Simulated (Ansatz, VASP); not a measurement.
## One calculation of CdSe, two programs

```
Cd Se
1.0
     0.00000    3.09815    3.09815
     3.09815    0.00000    3.09815
     3.09815    3.09815    0.00000
Cd Se
1 1
Direct
  0.00000 0.00000 0.00000
  0.25000 0.25000 0.25000
```

Alike in both runs: functional PBE; k mesh 10 × 10 × 10; occupations gaussian, width 0.02 eV; no spin polarisation.

Ansatz relaxed the structure, and its values are those at the end. VASP's run is a single point on that final structure, the one shown.

```csv
,VASP,Ansatz
version,VASP 6.6.1,Ansatz 0.2.0
potentials or method,"VASP PAW PBE potentials, release 64 (Cd, Se), cutoff 500 eV","scalar-relativistic, plane waves, PAW"
valence electrons in the cell,18,36
```

Ansatz gave:

| Item | Value |
| --- | --- |
| gap on the k mesh at the Fermi level (eV) | 0.49 |
| least direct gap on the mesh (eV) | 0.49 |
| pressure (GPa) | 0.0 |

**Question.** What did VASP give for the same quantities?

**Answer.** gap on the k mesh at the Fermi level (eV): 0.49; least direct gap on the mesh (eV): 0.49; pressure (GPa): 0.2.

VASP's potentials hold 18 valence electrons a cell and Ansatz's 36, so a difference there can come from the potentials and not from the codes.
